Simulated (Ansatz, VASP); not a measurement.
Ta5N: VASP beside Ansatz

```xyz
6
Lattice="6.4013 0.0000 0.0000 0.0000 6.4013 0.0000 0.0000 0.0000 3.7940" Properties=species:S:1:pos:R:3 pbc="T T T"
Ta    1.9076    1.9076    1.8970
Ta    4.4937    4.4937    1.8970
Ta    4.4937    1.9076    1.8970
Ta    1.9076    4.4937    1.8970
Ta    0.0000    0.0000    1.8970
N     0.0000    0.0000    0.0000
```

Alike in both runs: functional PBE; k mesh 6 × 6 × 10; occupations gaussian, width 0.1 eV; no spin polarisation.

Ansatz relaxed the structure, and its values are those at the end. VASP's run is a single point on that final structure, the one shown.

|  | VASP | Ansatz |
| --- | --- | --- |
| version | VASP 6.6.1 | Ansatz 0.2.0 |
| potentials or method | VASP PAW PBE potentials, release 64 (Ta_pv, N), cutoff 520 eV | scalar-relativistic, plane waves, PAW |
| valence electrons in the cell | 60 | 70 |

VASP gave:

```
gap on the k mesh at the Fermi level (eV) : none
pressure (GPa)                            : 0.2
```

Task: Estimate Ansatz's values.

Result: gap on the k mesh at the Fermi level (eV): none; pressure (GPa): 0.0.

A gap of «none» marks a metal or a gap that the smearing closes. The functional is the same, so the differences come from potentials, cutoffs and numerics. VASP's potentials hold 60 valence electrons a cell and Ansatz's 70, so a difference there can come from the potentials and not from the codes.

Neither program's run includes spin-orbit coupling.
